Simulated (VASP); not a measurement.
Al3Au5:

```xyz
8
Lattice="0.0000 4.0625 4.0625 4.0625 0.0000 4.0625 4.0625 4.0625 0.0000" Properties=species:S:1:pos:R:3 pbc="T T T"
Al    0.0000    0.0000    0.0000
Al    2.0312    0.0000    2.0312
Al    0.0000    2.0312    2.0312
Au    2.0312    2.0312    0.0000
Au    4.0625    2.0312    2.0312
Au    2.0312    4.0625    2.0312
Au    2.0312    2.0312    4.0625
Au    4.0625    4.0625    4.0625
```

```yaml
Program: VASP 6.6.1
Task: relaxation of cell and atoms
Functional: r2SCAN
Potentials_or_basis: VASP PAW PBE potentials, release 64 (Al, Au)
Cutoff: 550 eV
k_mesh: 5 × 5 × 5
Occupations: methfessel-paxton, width 0.05 eV
Spin: no spin polarisation
```

At the start: pressure -1.1 GPa; volume 16.76 Å³/atom.

Q: How do energy, volume and symmetry change on relaxing?

A: Over 7 steps the energy falls by 24.6 meV/atom and the volume is 16.68 Å³/atom (-0.5 %); space group R-3m (No. 166, to 0.1 Å) before and after.

Step by step:
```tsv
step	energy change (eV)	largest force (eV/Å)	pressure (GPa)	volume (Å³)
1	0.0000	0.0000	-1.11	134.09
2	-0.1179	0.0000	1.20	131.80
3	-0.1431	0.0000	3.08	130.35
4	-0.1967	0.0000	-0.30	133.70
5	-0.1967	0.0000	-0.23	133.62
6	-0.1967	0.0000	-0.17	133.56
7	-0.1970	0.0000	0.01	133.43
```

Final structure:
```
CELL_PARAMETERS angstrom
0.00000 4.18202 4.18202
4.18202 0.00000 4.18202
3.93699 3.93699 0.24503
ATOMIC_POSITIONS crystal
Al 0.00000 0.00000 0.00000
Al 0.00000 0.50000 0.00000
Al 0.50000 0.00000 0.00000
Au 0.00000 0.00000 0.50000
Au 0.00000 0.50000 0.50000
Au 0.50000 0.00000 0.50000
Au 0.50000 0.50000 0.00000
Au 0.50000 0.50000 0.50000
```

Caveat: the PAW data sets were made with another functional, which shifts forces and pressure a little.
